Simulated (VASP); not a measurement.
Write the native input for VASP 6.6.1 that does the following.

- Task: single point
- Functional: LDA
- Potentials or basis: VASP PAW LDA potentials, release 64 (Si, W_sv)
- Cutoff: 520 eV
- k mesh: 9 × 9 × 6
- Occupations: gaussian, width 0.03 eV
- Spin: no spin polarisation
- Dipole correction: no
- Further INCAR settings: ALGO = Normal; EDIFF = 1e-07; NBANDS = 43

The structure of Si2W lies in POSCAR:

```
Si2W
1.0
    4.6797998650      0.0000000000      0.0000000000
   -2.3398999325      4.0528255677      0.0000000000
    0.0000000000      0.0000000000      6.2119663407
Si W
6 3
Direct
    0.8149755729      0.6299511459      0.5000000000
    0.1850244271      0.8149755729      0.8333333333
    0.6299511459      0.8149755729      0.1666666667
    0.1850244271      0.3700488541      0.5000000000
    0.8149755729      0.1850244271      0.8333333333
    0.3700488541      0.1850244271      0.1666666667
    0.0000000000      0.5000000000      0.1666666667
    0.5000000000      0.5000000000      0.8333333333
    0.5000000000      0.0000000000      0.5000000000
```

This cell differs from its parent crystal: c/a of the conventional cell at fixed volume 1.3274.

These files were run (other wordings do the same):

INCAR

```
ALGO = Normal ; EDIFF = 1E-7
ENCUT = 520 ; GGA = CA
ISIF = 2 ; ISMEAR = 0
LASPH = T ; LCHARG = F
LREAL = F ; LWAVE = F
NBANDS = 43 ; NELM = 100
PREC = Accurate ; SIGMA = 0.03
```

KPOINTS

```
k-points
0
Gamma
  9 9 6
```

Potentials or basis: VASP PAW LDA potentials, release 64 (Si, W_sv).

The run is started by

```bash
$ cat potpaw_LDA.64/Si/POTCAR potpaw_LDA.64/W_sv/POTCAR > POTCAR
$ mpirun -np 1 vasp_std > vasp.out
```

It gave:

* Pressure: 9.6 GPa
* Largest force: 2.356 eV/Å
* Band gap on the k mesh: 0.07 eV, indirect (least direct gap 0.15 eV)

Caveat: spin-orbit coupling is left out, which moves the levels of the heavy elements; forces of over 1 eV/Å act on the atoms, so gaps and moduli don't describe the material at rest.

Run time: 2.7 min on 1 thread of Intel(R) Xeon(R) Platinum 8559C (Emerald Rapids), with other jobs on the host, peak memory 0.31 GiB.
